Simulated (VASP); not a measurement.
# BO2: single point with PBE

BO2:

```xyz
6
Lattice="-0.0103 3.1558 3.1210 3.2500 -0.0675 3.1803 3.1741 3.1351 0.0106" Properties=species:S:1:pos:R:3 pbc="T T T"
B     2.7074    3.0862    2.6578
B     4.2266    4.7153    4.1714
O     1.9003   -0.4606    0.6631
O     0.6459    0.7846    3.0272
O     1.8340    3.9209    1.8190
O     3.1169    1.9564    1.8631
```

```yaml
Program: VASP 6.6.1
Task: single point
Functional: PBE
Potentials_or_basis: VASP PAW PBE potentials, release 64 (B, O)
Cutoff: 600 eV
k_mesh: 6 × 6 × 6
Occupations: gaussian, width 0.1 eV
Spin: no spin polarisation
Dipole_correction: no
Further_INCAR_settings: ALGO = Normal; EDIFF = 1e-06; NBANDS = 24
```

```
Pressure               : -0.1 GPa
Largest force          : 0.030 eV/Å
Band gap on the k mesh : zero (bands 15 and 16 overlap by 0.56 eV)
```

Forces on the atoms (eV/Å):
```
B   -0.017  0.016 -0.019
B    0.016 -0.020  0.015
O   -0.001  0.002  0.003
O    0.001 -0.001  0.000
O    0.000  0.000  0.001
O    0.001  0.002  0.000
```

Stress tensor (GPa, compression positive):
```
-0.05  0.06 -0.04
 0.06 -0.09  0.04
-0.04  0.04 -0.06
```

Levels at points of the mesh, in eV from the Fermi level:
```tsv
k point	band 12	band 13	band 14	band 15	band 16	band 17	band 18	band 19
(0.00, 0.00, 0.00)	-0.76	-0.72	-0.68	0.38	0.40	7.79	10.52	11.42
(0.50, 0.00, 0.00)	-1.56	-1.21	-0.22	-0.17	0.36	10.22	10.57	11.52
(0.00, 0.50, 0.00)	-1.58	-1.54	-1.13	-0.04	-0.02	10.20	11.11	11.93
(0.50, 0.50, 0.00)	-1.82	-1.11	-1.09	-0.03	0.18	10.83	11.31	12.79
(0.00, 0.00, 0.50)	-1.55	-1.21	-0.25	-0.23	0.43	10.16	10.63	11.40
(0.50, 0.00, 0.50)	-1.86	-1.12	-1.10	-0.01	0.21	10.80	11.31	12.83
(0.00, 0.50, 0.50)	-1.89	-1.13	-1.12	0.01	0.25	10.76	11.31	12.83
(0.50, 0.50, 0.50)	-1.56	-1.21	-0.24	-0.19	0.40	10.18	10.59	11.46
```

Run time: 5.1 min on 1 thread of Intel Xeon 8259CL (shared host), peak memory 0.3 GiB.
